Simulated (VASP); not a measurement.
Wanted: the native input for a VASP 6.6.1 run.

```
Task                   : single point
Functional             : PBE
Potentials or basis    : VASP PAW PBE potentials, release 64 (W_sv, O)
Cutoff                 : 520 eV
k mesh                 : 10 × 10 × 1
Occupations            : gaussian, width 0.1 eV
Spin                   : no spin polarisation
Dipole correction      : yes
Further INCAR settings : ALGO = Normal; EDIFF = 1e-07; NBANDS = 32
```

The structure of W3O lies in POSCAR:

```
W3O
1.0
    2.7571643597      0.0000000000      0.0000000000
   -0.9190547866      2.5994794874      0.0000000000
    0.0000000000      0.0000000000     19.8562161029
W O
3 1
Direct
    0.5000000000      0.5000000000      0.2014482507
    0.0000000000      0.0000000000      0.3111437107
    0.5000000000      0.5000000000      0.4208362792
    1.0000000000      1.0000000000      0.4816938100
```

One way to write it, as run:

INCAR

```
ALGO     = Normal         # electronic algorithm
DIPOL    = 0.5 0.5 0.354
EDIFF    = 1E-7           # SCF threshold, eV
ENCUT    = 520            # plane-wave cutoff, eV
GGA      = PE             # functional
IDIPOL   = 3            
ISIF     = 2              # what is computed and relaxed
ISMEAR   = 0              # smearing method
LASPH    = T              # aspherical terms in the spheres
LCHARG   = F              # write CHGCAR
LDIPOL   = T            
LREAL    = F              # projectors in reciprocal space
LWAVE    = F              # write WAVECAR
NBANDS   = 32             # bands
NELM     = 100            # most SCF steps
PREC     = Accurate       # precision mode
SIGMA    = 0.1            # smearing width, eV
```

KPOINTS

```
k-points
0
Gamma
  10 10 1
```

Potentials or basis: VASP PAW PBE potentials, release 64 (W_sv, O).

Run with:

```bash
$ cat potpaw_PBE.64/W_sv/POTCAR potpaw_PBE.64/O/POTCAR > POTCAR
$ mpirun -np 1 vasp_std > vasp.out
```

It gave:

The largest force is 1.131 eV/Å and the band gap on the k mesh is zero (band 24 reaches 1.68 eV, above the bottom of band 25 at 0.16 eV).

Caveat: spin-orbit coupling is left out, which moves the levels of the heavy elements.

Run time: 4.5 min on 1 thread of Intel(R) Xeon(R) Platinum 8488C (Sapphire Rapids), with other jobs on the host, peak memory 0.33 GiB.
